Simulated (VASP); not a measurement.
Here is a VASP 6.6.1 calculation.

Contents of INCAR:

```
SYSTEM = Hg
PREC     = Accurate       ! precision mode
ENCUT    = 500            ! plane-wave cutoff, eV
EDIFF    = 1E-6           ! SCF threshold, eV
ISMEAR   = 0              ! smearing method
SIGMA    = 0.1            ! smearing width, eV
LREAL    = .False.        ! projectors in reciprocal space
LASPH    = .True.         ! aspherical terms in the spheres
NELM     = 120            ! most SCF steps
ALGO     = Normal         ! electronic algorithm
ISIF     = 2              ! what is computed and relaxed
LWAVE    = .False.        ! write WAVECAR
LCHARG   = .False.        ! write CHGCAR
GGA      = PE             ! functional
ISYM     = 0            
NBANDS   = 16             ! bands
GGA_COMPAT= .False.
```

KPOINTS

```
Automatic mesh
0
Gamma
  2 2 2
  0.63 0.03 0.93
```

File POSCAR:

```
Hg
1.0
    0.0000000000      2.3919113801      2.3919113801
    2.3919113801      0.0000000000      2.3919113801
    2.3919113801      2.3919113801      0.0000000000
Hg
1
Direct
    0.0000000000      0.0000000000      0.0000000000
```

Potentials or basis: VASP PAW PBE potentials, release 64 (Hg_sv_GW).

The run is started by

```sh
$ cat potpaw_PBE.64/Hg_sv_GW/POTCAR > POTCAR
$ mpirun -np 1 vasp_std > vasp.out
```

What does it give for the pressure?

0.9 GPa.

What does it give for the band gap on the k mesh?

1.55 eV, indirect (least direct gap 1.92 eV).

Caveat: the k points lie up to 1.14 Å⁻¹ apart; spin-orbit coupling is left out, which moves the levels of the heavy elements. A k mesh can miss the band edges.
